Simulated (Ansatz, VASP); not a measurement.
# One calculation of AgCl, two programs

```
CELL_PARAMETERS angstrom
3.39559 0.00000 0.00000
0.00000 3.39559 0.00000
0.00000 0.00000 3.48591
ATOMIC_POSITIONS crystal
Ag 0.00000 0.00000 0.00000
Cl 0.50000 0.50000 0.50000
```

Change from the starting cell: uniaxial_z strain +2.7%.

Alike in both runs: task single point; functional PBE; k mesh 8 × 8 × 8; occupations fermi-dirac, width 0.02 eV; no spin polarisation.

```csv
,VASP,Ansatz
version,VASP 6.6.1,Ansatz 0.2.0
potentials or method,"VASP PAW PBE potentials, release 64 (Ag_sv_GW, Cl)","plane waves, PAW"
plane-wave cutoff (eV),630,420
valence electrons in the cell,26,26
```

Ansatz gave:

```
pressure (GPa)                                                : 0.2
traceless stress, the component that is largest in VASP (GPa) : -0.83
```

Task: Which values does VASP return?

Result: Pressure (GPa): 0.1; traceless stress, the component that is largest in VASP (GPa): -0.84.
